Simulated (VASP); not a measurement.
A run of VASP 6.6.1:

POSCAR

```
CdS
1.0
    3.3869086123      0.0000000000      0.0000000000
    0.0000000000      3.3869086123      0.0000000000
    0.0000000000      0.0000000000      3.3869086123
Cd S
1 1
Direct
    0.0000000000      0.0000000000      0.0000000000
    0.5000000000      0.5000000000      0.5000000000
```

File INCAR.step1:

```
SYSTEM = CdS
PREC     = Accurate       ! precision mode
ENCUT    = 550            ! plane-wave cutoff, eV
ISMEAR   = -1             ! smearing method
SIGMA    = 0.02           ! smearing width, eV
LREAL    = .False.        ! projectors in reciprocal space
LASPH    = .True.         ! aspherical terms in the spheres
NELM     = 120            ! most SCF steps
NBANDS   = 16             ! bands
GGA      = PE             ! functional
ALGO     = Normal         ! electronic algorithm
EDIFF    = 1E-5           ! SCF threshold, eV
LWAVE    = .True.         ! write WAVECAR
LCHARG   = .False.        ! write CHGCAR
GGA_COMPAT= .False.
```

INCAR.step2

```
SYSTEM = CdS
PREC     = Accurate       ! precision mode
ENCUT    = 550            ! plane-wave cutoff, eV
EDIFF    = 1E-6           ! SCF threshold, eV
ISMEAR   = -1             ! smearing method
SIGMA    = 0.02           ! smearing width, eV
LREAL    = .False.        ! projectors in reciprocal space
LASPH    = .True.         ! aspherical terms in the spheres
NELM     = 120            ! most SCF steps
ALGO     = Normal         ! electronic algorithm
ISIF     = 2              ! what is computed and relaxed
LWAVE    = .False.        ! write WAVECAR
LCHARG   = .True.         ! write CHGCAR
METAGGA  = R2SCAN         ! meta-GGA
LMIXTAU  = .True.       
LELF     = .True.         ! ELF
LVHAR    = .True.       
NBANDS   = 16             ! bands
ISTART   = 1            
GGA_COMPAT= .False.
```

Contents of KPOINTS:

```
regular mesh
0
Gamma
  6 6 6
  0 0 0
```

Potentials or basis: VASP PAW PBE potentials, release 64 (Cd, S).

The run is started by

```sh
$ cat potpaw_PBE.64/Cd/POTCAR potpaw_PBE.64/S/POTCAR > POTCAR
$ cp INCAR.step1 INCAR
$ mpirun -np 1 vasp_std > vasp.out
$ cp INCAR.step2 INCAR
$ mpirun -np 1 vasp_std > vasp.out
```

Hardware: 1 thread of AMD EPYC 7R43 64-Core Processor (Zen 3), with other jobs on the host.

Problem. How long does it take, and how much memory?

Solution. Wall time 50 s on 1 thread of AMD EPYC 7R43 64-Core Processor (Zen 3), on a shared host, peak memory 0.13 GiB. Counts: k points 20.
